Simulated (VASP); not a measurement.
# Pt (R-3m) in VASP: further runs

The runs below take Pt through single point, with LDA.

Program: VASP 6.6.1. These are calculated values, not measurements. Logs are shortened: lines on timing, memory, paths and dates and some standing lists are left out, and cuts for length are marked.

## 1. The cell of the first run

The structure is trigonal, space group R-3m (No. 166). The conventional cell has a = 4.050 Å, b = 4.050 Å, c = 3.024 Å, α = 90.00°, β = 90.00°, γ = 120.00°. Within 3.4 Å of Pt (site symmetry -3m) lie 14 Pt at 2.55 to 3.09 Å.

## 2. Single point, LDA (14.32 Å³/atom)

Contents of INCAR:

```
PREC = Accurate
ENCUT = 520
EDIFF = 1E-6
ISMEAR = 0
SIGMA = 0.15
LREAL = F
LASPH = T
NELM = 60
ALGO = Fast
ISIF = 2
LWAVE = F
LCHARG = F
GGA = CA
NBANDS = 11
```

Contents of KPOINTS:

```
regular mesh
0
Gamma
  22 22 22
```

Contents of POSCAR:

```
Pt
1.0
   -1.3270555408      1.5364750802      1.5364750802
    1.5364750802     -1.3270555408      1.5364750802
    1.5364750802      1.5364750802     -1.3270555408
Pt
1
Direct
    0.0000000000      0.0000000000      0.0000000000
```

Potentials or basis: VASP PAW LDA potentials, release 64 (Pt).

On the command line:

```sh
$ cat potpaw_LDA.64/Pt/POTCAR > POTCAR
$ mpirun -np 1 vasp_std > vasp.out
```

OUTCAR:

```text
PREC = Accurate
   ENCUT = 520
   EDIFF = 1E-6
   ISMEAR = 0
   LREAL = F
   LASPH = T
   NELM = 60
   ISIF = 2
   GGA = CA

 ion  position               nearest neighbor table
   1  0.000  0.000  0.000-

  LATTYP: Found a trigonal (rhomboedric) cell.
 ALAT       =     2.5460926441
 COS(alpha) =    -0.2648972803

  Lattice vectors:

 A1 = (  -1.3270555408,   1.5364750802,   1.5364750802)
 A2 = (   1.5364750802,  -1.3270555408,   1.5364750802)
 A3 = (   1.5364750802,   1.5364750802,  -1.3270555408)

Analysis of symmetry for initial positions (statically):
=====================================================================
 Subroutine PRICEL returns:
 Original cell was already a primitive cell.

 Routine SETGRP: Setting up the symmetry group for a
 trigonal (rhombohedral) supercell.

 Subroutine GETGRP returns: Found 12 space group operations
 (whereof 12 operations were pure point group operations)
 out of a pool of 12 trial point group operations.

The static configuration has the point symmetry D_3d.

Analysis of symmetry for dynamics (positions and initial velocities):
=====================================================================
 Subroutine PRICEL returns:
 Original cell was already a primitive cell.

 Routine SETGRP: Setting up the symmetry group for a
 trigonal (rhombohedral) supercell.

 Subroutine GETGRP returns: Found 12 space group operations
 (whereof 12 operations were pure point group operations)
 out of a pool of 12 trial point group operations.

The dynamic configuration has the point symmetry D_3d.

 Subroutine INISYM returns: Found 12 space group operations
 (whereof 12 operations are pure point group operations),
 and found     1 'primitive' translations

----------------------------------------------------------------------------------------

                                     Primitive cell

  volume of cell :      14.3160

  direct lattice vectors                    reciprocal lattice vectors
    -1.327055541  1.536475080  1.536475080    -0.041888744  0.307330500  0.307330500
     1.536475080 -1.327055541  1.536475080     0.307330500 -0.041888744  0.307330500
     1.536475080  1.536475080 -1.327055541     0.307330500  0.307330500 -0.041888744

  length of vectors
[... 83 lines left out ...]
   NSW    =      0    number of steps for IOM
   IBRION =     -1    ionic relax: 0-MD 1-quasi-New 2-CG
   NFREE  =      0    steps in history (QN), initial steepest desc. (CG)
   ISIF   =      2    stress and relaxation
   ISYM   =      2    0-nonsym 1-usesym 2-fastsym
   POTIM  = 0.5000    time-step for ionic-motion
   TEBEG  =    0.0;   TEEND  =   0.0 temperature during run
   PSTRESS=    0.0 pullay stress
   NELECT =      10.0000    total number of electrons
   NUPDOWN=      -1.0000    fix difference up-down
   EMIN   =  10.00;   EMAX   =-10.00  energy-range for DOS
   EFERMI =   0.00;   METHOD = LEGACY
   ISMEAR =     0;   SIGMA  =   0.15  broadening in eV -4-tet -1-fermi 0-gaus
   EFERMI_NEDOS =   21; number of points for ismear=-14 and -15
   IALGO  =     68    algorithm
   IMIX   =      4    mixing-type and parameters
     AMIX     =   0.40;   BMIX     =  1.00
     AMIX_MAG =   1.60;   BMIX_MAG =  1.00
  volume/ion in A,a.u.               =      14.32        96.61
  Fermi-wavevector in a.u.,A,eV,Ry     =   1.452561  2.744942 28.707373  2.109932
  Thomas-Fermi vector in A             =   2.569928
   LORBIT       =      0    0 simple, 1 ext, 2 COOP (PROOUT), +10 PAW based schemes
   GGA     = CA    functional components
   LHFCALC =     F    Hartree Fock is set to
   AEXX    =    0.0000 exact exchange contribution
   IVDW    =     0    specifies the selected vdW correction
   LEPSILON=     F    determine dielectric tensor
   LRPA    =     F    only Hartree local field effects (RPA)
 non-spin polarized calculation
 RMM-DIIS sequential band-by-band and
 Gauss-broadening in eV      SIGMA  =   0.15
  energy-cutoff  :      520.00
  volume of cell :       14.32
 maximum number of plane-waves:       399
   NGX =  9   NGY =  9   NGZ =  9

 number of electron      10.0000000 magnetization

 number of electron       9.9999999 magnetization

 Free energy of the ion-electron system (eV)
  ---------------------------------------------------
  ext. energy  EPLUGINS =         0.00000000
  ---------------------------------------------------
  free energy    TOTEN  =        -7.05189840 eV

  energy without entropy =       -7.03904895  energy(sigma->0) =       -7.04547367

 E-fermi :  11.8084     XC(G=0): -13.9491

 val. band max:       11.8072377034   @ k =  -0.1818  -0.1818   0.0455
 cond. band min:      11.8091249664   @ k =  -0.1818  -0.4545   0.1364
 fundamental gap:      0.0018872630
 Fermi energy:        11.8083795745

 k-point     1 :       0.0000    0.0000    0.0000
  band No.  band energies     occupation
      1       1.3687      2.00000
      2       6.4932      2.00000
      3       6.4932      2.00000
      4       9.8874      2.00000
      5      11.3247      1.99999
      6      11.3247      1.99999
      7      27.7926      0.00000
      8      27.7926      0.00000
      9      31.5584      0.00000
     10      37.0649      0.00000
     11      40.3055      0.00000
[... 309 lines left out ...]
 k-point    24 :      -0.4545    0.0455    0.0000
  band No.  band energies     occupation
      1       4.2728      2.00000
      2       5.7846      2.00000
      3       9.8373      2.00000
      4      11.2802      2.00000
      5      11.4918      1.99717
      6      12.6526      0.00000
      7      18.9936      0.00000
      8      26.5931      0.00000
      9      30.1653      0.00000
     10      36.3379      0.00000
     11      38.6087      0.00000

 [... further k-points ...]

------------------------ aborting loop because EDIFF is reached ----------------------------------------

  FORCE on cell =-STRESS in cart. coord.  units (eV):
  Direction    XX          YY          ZZ          XY          YZ          ZX
  --------------------------------------------------------------------------------------
  -------------------------------------------------------------------------------------
  Total        2.5421036      2.5421036      2.5421036     -1.1068786     -1.1068786     -1.1068786
  in kB      284.4999132    284.4999132    284.4999132   -123.8764877   -123.8764877   -123.8764877
  external PRESSURE =     284.4999132 kB  Pullay stress =       0.0000000 kB

 VOLUME and BASIS-vectors are now :
 -----------------------------------------------------------------------------
  energy-cutoff  :      520.00
  volume of cell :       14.32
      direct lattice vectors                 reciprocal lattice vectors
    -1.327055541  1.536475080  1.536475080    -0.041888744  0.307330500  0.307330500
     1.536475080 -1.327055541  1.536475080     0.307330500 -0.041888744  0.307330500
     1.536475080  1.536475080 -1.327055541     0.307330500  0.307330500 -0.041888744

 POSITION                                       TOTAL-FORCE (eV/Angst)
 -----------------------------------------------------------------------------------
      0.00000      0.00000      0.00000         0.000000     -0.000000      0.000000
 -----------------------------------------------------------------------------------
    total drift:                                0.000000     -0.000000     -0.000000

  FREE ENERGIE OF THE ION-ELECTRON SYSTEM (eV)
  ---------------------------------------------------
  free  energy   TOTEN  =        -7.0518983950 eV

  energy  without entropy=       -7.0390489522  energy(sigma->0) =       -7.04547367
```

Run time: 53 s. Hardware: 1 thread of Intel Xeon 6975P-C (Granite Rapids), shared host; peak memory 0.26 GiB.

Results:

| Item | Value |
| --- | --- |
| Free energy | -7.0519 eV |
| Pressure | 28.4 GPa |
| Band gap on the k mesh | zero (bands 5 and 6 overlap by 2.98 eV) |

Caveat: the cell stands under pressure; spin-orbit coupling is left out, which moves the levels of the heavy elements.

## 3. Single point, LDA (14.91 Å³/atom)

This run uses another cell than the first one, of 14.91 Å³/atom.

Edit INCAR of step 2 so:

```diff
@@ -7,3 +7,3 @@
 LASPH = T
-NELM = 60
+NELM = 80
 ALGO = Fast
@@ -12,3 +12,2 @@
 LCHARG = F
-GGA = CA
 NBANDS = 11
```

KPOINTS is that of step 2.

Contents of POSCAR:

```
Pt
1.0
   -1.9630314943      1.5766195848      1.5766195848
    1.5766195848     -1.9630314943      1.5766195848
    1.5766195848      1.5766195848     -1.9630314943
Pt
1
Direct
    0.0000000000      0.0000000000      0.0000000000
```

Potentials or basis: VASP PAW LDA potentials, release 64 (Pt).

On the command line:

```sh
$ cat potpaw_LDA.64/Pt/POTCAR > POTCAR
$ mpirun -np 1 vasp_std > vasp.out
```

Wall time 52 s (1 thread of Intel Xeon 6975P-C (Granite Rapids), shared host); peak memory 0.28 GiB.

The run converged. Its results:

| Quantity | Value |
| --- | --- |
| Free energy | -4.5425 eV |
| Pressure | 90.8 GPa |
| Band gap on the k mesh | zero (bands 5 and 6 overlap by 5.65 eV) |

Stress tensor (GPa, compression positive):
```
90.83 96.06 96.06
96.06 90.83 96.06
96.06 96.06 90.83
```

Levels at points of the mesh, in eV from the Fermi level:
```
           k point  band 2  band 3  band 4  band 5  band 6  band 7  band 8  band 9
(0.00, 0.00, 0.00)   -9.66   -4.85   -4.85    0.84    0.84   12.15   15.24   15.24
(0.50, 0.00, 0.00)   -7.76   -2.77   -2.30    0.16    2.54   11.87   13.34   16.07
(0.50, 0.50, 0.00)   -7.61   -2.27   -1.79    0.92    1.27    1.90    9.15   19.77
(0.50, 0.50, 0.50)   -9.14   -1.51   -1.51    2.10    8.02    8.02    9.86   18.07
```

Caveat: the cell stands under pressure; spin-orbit coupling is left out, which moves the levels of the heavy elements.

## 4. Single point, LDA (14.91 Å³/atom)

This run uses another cell than the first one, of 14.91 Å³/atom.

Contents of INCAR:

```
SYSTEM = Pt
PREC = Accurate ; ENCUT = 520
EDIFF = 1E-6 ; ISMEAR = 0
SIGMA = 0.15 ; LREAL = .False.
LASPH = .True. ; NELM = 100
ALGO = Fast ; ISIF = 2
LWAVE = .False. ; LCHARG = .False.
GGA = CA ; NBANDS = 11
```

Contents of KPOINTS:

```
regular mesh
0
Gamma
  22 22 22
  0 0 0
```

Contents of POSCAR:

```
Pt
1.0
   -1.1379647215      1.5790222776      1.5790222776
    1.5790222776     -1.1379647215      1.5790222776
    1.5790222776      1.5790222776     -1.1379647215
Pt
1
Direct
    0.0000000000      0.0000000000      0.0000000000
```

On the command line:

```sh
$ cat potpaw_LDA.64/Pt/POTCAR > POTCAR
$ mpirun -np 1 vasp_std > vasp.out
```

Run time: 70 s. Hardware: 1 thread of Intel Xeon 6975P-C (Granite Rapids), shared host; peak memory 0.27 GiB.

Results (log left out):

- Free energy: -6.8191 eV
- Pressure: 31.6 GPa
- Band gap on the k mesh: zero (bands 5 and 6 overlap by 3.39 eV)

Stress tensor (GPa, compression positive):
```
31.62 -4.99 -4.99
-4.99 31.62 -4.99
-4.99 -4.99 31.62
```

Levels at points of the mesh, in eV from the Fermi level:
| k point | band 2 | band 3 | band 4 | band 5 | band 6 | band 7 | band 8 | band 9 |
| --- | --- | --- | --- | --- | --- | --- | --- | --- |
| (0.00, 0.00, 0.00) | -6.40 | -6.40 | -0.45 | 0.21 | 0.21 | 15.44 | 15.44 | 20.32 |
| (0.50, 0.00, 0.00) | -6.25 | -1.39 | -1.19 | -1.01 | 0.36 | 6.01 | 15.78 | 19.05 |
| (0.50, 0.50, 0.00) | -5.89 | -1.70 | -1.02 | 2.46 | 2.47 | 7.84 | 10.35 | 18.39 |
| (0.50, 0.50, 0.50) | -6.72 | -3.77 | 2.45 | 2.45 | 8.43 | 9.20 | 9.20 | 17.03 |

Caveat: the cell stands under pressure; spin-orbit coupling is left out, which moves the levels of the heavy elements.

## 5. The runs side by side

| cell | gap on the mesh (eV) | pressure (GPa) |
| --- | --- | --- |
| a = 2.546 Å, angles 105.4°, 1 atom | none | 28.4 |
| a = 2.971 Å, angles 114.8°, 1 atom | none | 90.8 |
| a = 2.506 Å, angles 100.1°, 1 atom | none | 31.6 |

Alike in all rows: task single point; level LDA; potentials or basis VASP PAW LDA potentials, release 64 (Pt); no spin polarisation; k mesh 22 × 22 × 22; cutoff (eV) 520; smearing gaussian 0.15 eV.

Caveats: the cell stands under pressure; spin-orbit coupling is left out, which moves the levels of the heavy elements.

Absolute energies hang on the potentials; compare differences alone.
